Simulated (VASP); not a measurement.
# Nb (I4/mmm) in VASP: a series of runs, part 2 of 2

VASP 6.6.1.

## Step 4: Single point, PBE (strain +0.0150 x Voigt [0, 1, 0, 0, 0, 0])

The input, INCAR:

```
SYSTEM = Nb
PREC     = Accurate       ! precision mode
ENCUT    = 520            ! plane-wave cutoff, eV
EDIFF    = 1E-6           ! SCF threshold, eV
ISMEAR   = 0              ! smearing method
SIGMA    = 0.15           ! smearing width, eV
LREAL    = .FALSE.        ! projectors in reciprocal space
LASPH    = .TRUE.         ! aspherical terms in the spheres
NELM     = 60             ! most SCF steps
ALGO     = Fast           ! electronic algorithm
ISIF     = 2              ! what is computed and relaxed
LWAVE    = .FALSE.        ! write WAVECAR
LCHARG   = .FALSE.        ! write CHGCAR
GGA      = PE             ! functional
NBANDS   = 12             ! bands
```

The input, KPOINTS:

```
Automatic mesh
0
G
  20 20 20
  0 0 0
```

The input, POSCAR:

```
Nb
1.0
   -1.6639500000      1.6889092500      1.6639500000
    1.6639500000     -1.6889092500      1.6639500000
    1.6639500000      1.6889092500     -1.6639500000
Nb
1
Direct
    0.0000000000      0.0000000000      0.0000000000
```

Launch:

```sh
$ cat potpaw_PBE.64/Nb_sv/POTCAR > POTCAR
$ mpirun -np 1 vasp_std > vasp.out
```

Run time: 2.2 min. Hardware: 1 thread of Intel Xeon Platinum 8488C (Sapphire Rapids), shared host; peak memory 0.25 GiB.

The run converged. Its results:

* Free energy: -10.2138 eV
* Pressure: -5.3 GPa
* Band gap on the k mesh: zero (an odd number of electrons rules out a gap without spin polarisation)

Stress tensor (GPa, compression positive):
```
-4.78  0.00  0.00
 0.00 -6.33  0.00
 0.00  0.00 -4.78
```

Levels at points of the mesh, in eV from the Fermi level:
```csv
k point,band 3,band 4,band 5,band 6,band 7,band 8,band 9,band 10
"(0.00, 0.00, 0.00)",-29.80,-29.80,-5.88,0.32,0.32,0.47,3.04,3.25
"(0.50, 0.00, 0.00)",-30.18,-29.81,-3.57,-1.50,2.06,3.07,3.80,6.05
"(0.00, 0.50, 0.00)",-30.19,-29.82,-3.59,-1.67,2.17,3.30,3.88,6.08
"(0.50, 0.50, 0.50)",-30.62,-30.62,-3.54,-3.50,5.31,5.36,5.36,8.52
```

Caveat: the cell differs from its parent crystal (strain +0.0150 x Voigt [0, 1, 0, 0, 0, 0]); the cell stands under tension.

## Step 5: Single point, PBE (strain +0.0300 x Voigt [0, 1, 0, 0, 0, 0])

The input, INCAR:

```
SYSTEM = Nb
PREC = Accurate
ENCUT = 520
EDIFF = 1E-6
ISMEAR = 0
SIGMA = 0.15
LREAL = .False.
LASPH = .True.
NELM = 100
ALGO = Fast
ISIF = 2
LWAVE = .False.
LCHARG = .False.
GGA = PE
NBANDS = 12
```

The input, KPOINTS:

```
regular mesh
0
Gamma
  20 20 20
  0 0 0
```

The input, POSCAR:

```
Nb
1.0
   -1.6639500000      1.7138685000      1.6639500000
    1.6639500000     -1.7138685000      1.6639500000
    1.6639500000      1.7138685000     -1.6639500000
Nb
1
Direct
    0.0000000000      0.0000000000      0.0000000000
```

Launch:

```sh
$ cat potpaw_PBE.64/Nb_sv/POTCAR > POTCAR
$ mpirun -np 1 vasp_std > vasp.out
```

Wall time 2.4 min (1 thread of Intel Xeon Platinum 8488C (Sapphire Rapids), shared host); peak memory 0.25 GiB.

The run converged. Its results:

| Property | Result |
| --- | --- |
| Free energy | -10.2004 eV |
| Pressure | -7.4 GPa |
| Band gap on the k mesh | zero (an odd number of electrons rules out a gap without spin polarisation) |

Stress tensor (GPa, compression positive):
```
-6.37  0.00  0.00
 0.00 -9.35  0.00
 0.00  0.00 -6.37
```

Levels at points of the mesh, in eV from the Fermi level:
| k point | band 4 | band 5 | band 6 | band 7 | band 8 | band 9 |
| --- | --- | --- | --- | --- | --- | --- |
| (0.00, 0.00, 0.00) | -29.85 | -5.85 | 0.27 | 0.27 | 0.58 | 2.90 |
| (0.50, 0.00, 0.00) | -29.85 | -3.51 | -1.41 | 1.97 | 2.92 | 3.74 |
| (0.00, 0.50, 0.00) | -29.88 | -3.54 | -1.73 | 2.17 | 3.37 | 3.88 |
| (0.50, 0.50, 0.50) | -30.62 | -3.47 | -3.40 | 5.18 | 5.28 | 5.28 |

Caveat: the cell differs from its parent crystal (strain +0.0300 x Voigt [0, 1, 0, 0, 0, 0]); the cell stands under tension.

## Step 6: Single point, PBE (strain +0.0450 x Voigt [0, 1, 0, 0, 0, 0])

The input, INCAR:

```
PREC = Accurate
ENCUT = 520
EDIFF = 1E-6
ISMEAR = 0
SIGMA = 0.15
LREAL = F
LASPH = T
NELM = 100
ALGO = Fast
ISIF = 2
LWAVE = F
LCHARG = F
GGA = PE
NBANDS = 12
```

The input, KPOINTS:

```
regular mesh
0
Gamma
  20 20 20
```

The input, POSCAR:

```
Nb
1.0
   -1.6639500000      1.7388277500      1.6639500000
    1.6639500000     -1.7388277500      1.6639500000
    1.6639500000      1.7388277500     -1.6639500000
Nb
1
Direct
    0.0000000000      0.0000000000      0.0000000000
```

Potentials or basis: VASP PAW PBE potentials, release 64 (Nb_sv).

Launch:

```sh
$ cat potpaw_PBE.64/Nb_sv/POTCAR > POTCAR
$ mpirun -np 1 vasp_std > vasp.out
```

Run time: 2.4 min. Hardware: 1 thread of Intel Xeon Platinum 8488C (Sapphire Rapids), shared host; peak memory 0.25 GiB.

The run converged. Its results:

| Property | Result |
| --- | --- |
| Free energy | -10.1821 eV |
| Pressure | -9.3 GPa |
| Band gap on the k mesh | zero (an odd number of electrons rules out a gap without spin polarisation) |

Stress tensor (GPa, compression positive):
```
 -7.85   0.00   0.00
  0.00 -12.12   0.00
  0.00   0.00  -7.85
```

Levels at points of the mesh, in eV from the Fermi level:
```tsv
k point	band 3	band 4	band 5	band 6	band 7	band 8	band 9	band 10
(0.00, 0.00, 0.00)	-29.90	-29.90	-5.82	0.24	0.24	0.67	2.75	3.33
(0.50, 0.00, 0.00)	-30.24	-29.90	-3.46	-1.31	1.88	2.75	3.71	5.78
(0.00, 0.50, 0.00)	-30.28	-29.94	-3.49	-1.79	2.17	3.44	3.87	5.89
(0.50, 0.50, 0.50)	-30.63	-30.63	-3.41	-3.31	5.05	5.19	5.19	7.83
```

Caveat: the cell differs from its parent crystal (strain +0.0450 x Voigt [0, 1, 0, 0, 0, 0]); the cell stands under tension.

## Step 7: The runs side by side

```tsv
cell	further INCAR settings	gap on the mesh (eV)	pressure (GPa)
a = 2.854 Å, angles 108.7, 111.1, 108.7°, 1 atom	ALGO = Fast; EDIFF = 1e-06; NBANDS = 12	none	2.2
a = 2.868 Å, angles 109.1, 110.3, 109.1°, 1 atom	ALGO = Fast; EDIFF = 1e-07; NBANDS = 12	none	-0.5
a = 2.897 Å, angles 109.9, 108.7, 109.9°, 1 atom	ALGO = Fast; EDIFF = 1e-06; NBANDS = 12	none	-5.3
a = 2.911 Å, angles 110.3, 107.9, 110.3°, 1 atom	ALGO = Fast; EDIFF = 1e-06; NBANDS = 12	none	-7.4
a = 2.926 Å, angles 110.7, 107.1, 110.7°, 1 atom	ALGO = Fast; EDIFF = 1e-06; NBANDS = 12	none	-9.3
```

Alike in all rows: task single point; level PBE; potentials or basis VASP PAW PBE potentials, release 64 (Nb_sv); no spin polarisation; k mesh 20 × 20 × 20; cutoff (eV) 520; smearing gaussian 0.15 eV.

Caveats: the cell stands under tension (at least some runs).

Absolute energies hang on the potentials; compare differences alone.
